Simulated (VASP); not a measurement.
# Si (P1) in VASP: notebook, part 2 of 2

VASP 6.6.1.

## (3) Single point, LDA

This run uses another cell than the first one, of the same volume but with other edges.

INCAR

```
PREC = Accurate
ENCUT = 500
EDIFF = 1E-6
ISMEAR = 0
SIGMA = 0.15
LREAL = F
LASPH = T
NELM = 120
ALGO = Normal
ISIF = 2
LWAVE = F
LCHARG = F
GGA = CA
NBANDS = 46
GGA_COMPAT = F
```

KPOINTS

```
regular mesh
0
Gamma
  7 7 4
```

POSCAR

```
Si
1.0
   -3.2836945321      3.2836945321     -3.2836945321
   -3.2836945321     -3.2836945321      3.2836945321
    0.0000000000      9.8510835963      3.2836945321
Si
16
Direct
    0.4971872302      1.2983290768      0.8011418465
    0.2471872302      0.5483290768      0.3011418465
   -0.2244500000      1.4289336931      0.9489000000
    0.5255500000      0.6789336931      0.4489000000
    0.2244290768      0.5710872302      0.8466581535
   -0.0255709233      0.8210872303      0.3466581535
    0.3550336931      0.8494500000      0.6989000000
    0.1050336931      0.0994500000      0.1989000000
    0.5539127698      0.6505709233      0.0966581535
   -0.1960872302      0.4005709232      0.5966581535
   -0.2244500000      1.0199663069      0.9489000000
    0.5255500000      0.2699663069      0.4489000000
    0.8266709233      0.3778127698      0.0511418465
    0.0766709233      1.1278127698      0.5511418465
   -0.0539336931      0.8494500000      0.6989000000
    0.6960663069      0.0994500000      0.1989000000
```

Potentials or basis: VASP PAW LDA potentials, release 64 (Si).

Run with:

```
cat potpaw_LDA.64/Si/POTCAR > POTCAR
mpirun -np 1 vasp_std > vasp.out
```

OUTCAR:

```text
PREC = Accurate
   ENCUT = 500
   EDIFF = 1E-6
   ISMEAR = 0
   LREAL = F
   LASPH = T
   NELM = 120
   ISIF = 2
   GGA = CA

 ion  position               nearest neighbor table
   1  0.497  0.298  0.801-  10 2.33   5 2.36   7 2.36   3 2.36   9 3.06
   2  0.247  0.548  0.301-   9 2.33   6 2.36   8 2.36   4 2.36
   3  0.776  0.429  0.949-  13 1.34   9 1.94  11 2.33   5 2.36   1 2.36
   4  0.526  0.679  0.449-  12 2.33   6 2.36   7 2.36   2 2.36
   5  0.224  0.571  0.847-   1 2.36   3 2.36   7 2.36  13 2.72
   6  0.974  0.821  0.347-  14 2.33   8 2.36   4 2.36   2 2.36
   7  0.355  0.849  0.699-  15 2.33   4 2.36   1 2.36   5 2.36
   8  0.105  0.099  0.199-  16 2.33   6 2.36   2 2.36
   9  0.554  0.651  0.097-   3 1.94   2 2.33  16 2.36  13 2.36  11 2.74   1 3.06
  10  0.804  0.401  0.597-   1 2.33  14 2.36  15 2.36  12 2.36
  11  0.776  0.020  0.949-  13 1.90   3 2.33  15 2.36  16 2.36   9 2.74
  12  0.526  0.270  0.449-   4 2.33  14 2.36  16 2.36  10 2.36
  13  0.827  0.378  0.051-   3 1.34  11 1.90   9 2.36  16 2.36   5 2.72
  14  0.077  0.128  0.551-   6 2.33  10 2.36  12 2.36  15 2.36
  15  0.946  0.849  0.699-   7 2.33  11 2.36  10 2.36  14 2.36
  16  0.696  0.099  0.199-   8 2.33   9 2.36  11 2.36  12 2.36  13 2.36

 -----------------------------------------------------------------------------
|                                                                             |
|           W    W    AA    RRRRR   N    N  II  N    N   GGGG   !!!           |
|           W    W   A  A   R    R  NN   N  II  NN   N  G    G  !!!           |
|           W    W  A    A  R    R  N N  N  II  N N  N  G       !!!           |
|           W WW W  AAAAAA  RRRRR   N  N N  II  N  N N  G  GGG   !            |
|           WW  WW  A    A  R   R   N   NN  II  N   NN  G    G                |
|           W    W  A    A  R    R  N    N  II  N    N   GGGG   !!!           |
|                                                                             |
|     The distance between some ions is very small. Please check the          |
|     nearest-neighbor list in the OUTCAR file.                               |
|     I HOPE YOU KNOW WHAT YOU ARE DOING!                                     |
|                                                                             |
 -----------------------------------------------------------------------------

[... 221 lines left out ...]
  volume of cell :      283.26
 maximum number of plane-waves:      7227
 NGX is ok and might be reduce to    42

 number of electron      64.0000000 magnetization

 Free energy of the ion-electron system (eV)
  ---------------------------------------------------
  ext. energy  EPLUGINS =         0.00000000
  ---------------------------------------------------
  free energy    TOTEN  =       -67.24897743 eV

  energy without entropy =      -67.18505472  energy(sigma->0) =      -67.21701608

 E-fermi :   7.1652     XC(G=0): -10.1473

 val. band max:        7.1616683270   @ k =   0.4286   0.1429   0.2500
 cond. band min:       7.1666778404   @ k =  -0.2857   0.2857  -0.0000
 fundamental gap:      0.0050095134
 Fermi energy:         7.1651886793

 k-point     1 :       0.0000    0.0000    0.0000
  band No.  band energies     occupation
      1      -7.1119      2.00000
      2      -4.9231      2.00000
      3      -4.1410      2.00000
      4      -3.0666      2.00000
      5      -2.0664      2.00000
      6      -1.5291      2.00000
[... 1117 lines left out ...]
     43      10.0691      0.00000
     44      10.2637      0.00000

 [... further k-points ...]

 [bands above 44 left out]

------------------------ aborting loop because EDIFF is reached ----------------------------------------

  FORCE on cell =-STRESS in cart. coord.  units (eV):
  Direction    XX          YY          ZZ          XY          YZ          ZX
  --------------------------------------------------------------------------------------
  -------------------------------------------------------------------------------------
  Total        8.1916856     98.6996457     16.8638551      0.6903514      2.6281585     -7.5168157
  in kB       46.3346218    558.2746906     95.3870040      3.9048341     14.8656500    -42.5173558
  external PRESSURE =     233.3321054 kB  Pullay stress =       0.0000000 kB

 VOLUME and BASIS-vectors are now :
 -----------------------------------------------------------------------------
  energy-cutoff  :      500.00
  volume of cell :      283.26
      direct lattice vectors                 reciprocal lattice vectors
    -3.283694532  3.283694532 -3.283694532    -0.152267513  0.038066878 -0.114200635
    -3.283694532 -3.283694532  3.283694532    -0.152267513 -0.038066878  0.114200635
     0.000000000  9.851083596  3.283694532     0.000000000  0.076133757  0.076133757

 POSITION                                       TOTAL-FORCE (eV/Angst)
 -----------------------------------------------------------------------------------
     -2.61223      8.54510      1.97772         0.586272     -0.105615      0.044764
     -2.61223      1.97772      1.97772         0.431103     -0.022916     -0.037372
     -3.95516     10.48588      1.97772        -0.002623    -71.241454     -7.036418
     -3.95516      3.91849      1.97772        -0.184149     -0.117090     -0.158699
     -2.61223      7.20218      3.91849        -0.404792     -0.060364      0.045434
     -5.89593      3.91849      0.63479        -0.036228     -0.319716      0.018112
[... 8 lines left out ...]
     -5.89593      7.20218      1.97772        -0.137647     -0.339146     -0.048495
     -2.61223      3.91849     -1.30598        -0.036773      0.817180      0.314612
 -----------------------------------------------------------------------------------
    total drift:                               -0.000441     -0.000041      0.000014

  FREE ENERGIE OF THE ION-ELECTRON SYSTEM (eV)
  ---------------------------------------------------
  free  energy   TOTEN  =       -67.2489774298 eV

  energy  without entropy=      -67.1850547213  energy(sigma->0) =      -67.21701608
```

stdout:

```text
POSCAR found type information on POSCAR Si
 POSCAR found :  1 types and      16 ions
 scaLAPACK will be used
 LDA part: xc-table for (Slater(with rela. corr.)+CA(PZ))
 , standard interpolation
 -----------------------------------------------------------------------------
[... 29 lines left out ...]
|     Results are often still useful ...                                      |
|                                                                             |
 -----------------------------------------------------------------------------

 POSCAR, INCAR and KPOINTS ok, starting setup
 FFT: planning ... GRIDC
 FFT: planning ... GRID_SOFT
 FFT: planning ... GRID
 WAVECAR not read
 entering main loop
```

It took 16 min on 1 thread of Intel Xeon Platinum 8488C (Sapphire Rapids), shared host; peak memory 0.81 GiB.

What came out:

```yaml
Free_energy: -67.2490 eV
Pressure: 23.3 GPa
Largest_force: 72.467 eV/Å
Band_gap_on_the_k_mesh: zero (bands 32 and 33 overlap by 0.44 eV)
```

Forces on the atoms (eV/Å):
```
Si    0.586  -0.106   0.045
Si    0.431  -0.023  -0.037
Si   -0.003 -71.241  -7.036
Si   -0.184  -0.117  -0.159
Si   -0.405  -0.060   0.045
Si   -0.036  -0.320   0.018
Si   -0.202   0.165   0.189
Si    0.041   0.223  -0.528
Si   -0.213  -0.739   7.015
Si    0.016  -0.143   0.134
Si    5.999  -0.661  -5.977
Si    0.204   0.303   0.203
Si   -5.857  72.012   5.612
Si   -0.204   0.228   0.211
Si   -0.138  -0.339  -0.048
Si   -0.037   0.817   0.315
```

Levels at points of the mesh, in eV from the Fermi level:
```
           k point  band 28  band 29  band 30  band 31  band 32  band 33  band 34  band 35  band 36  band 37
(0.00, 0.00, 0.00)    -1.46    -1.14    -0.76    -0.34     0.05     0.58     0.89     1.31     1.52     1.77
(0.00, 0.00, 0.50)    -1.60    -1.14    -0.81    -0.69    -0.58    -0.09     0.30     0.56     1.70     2.21
```

Caveat: atoms lie so close that the PAW spheres overlap strongly, which falsifies energies and pressures; the cell stands under pressure; semilocal functionals underestimate gaps, so a narrow gap can read as zero; forces of over 1 eV/Å act on the atoms, so gaps and moduli don't describe the material at rest.
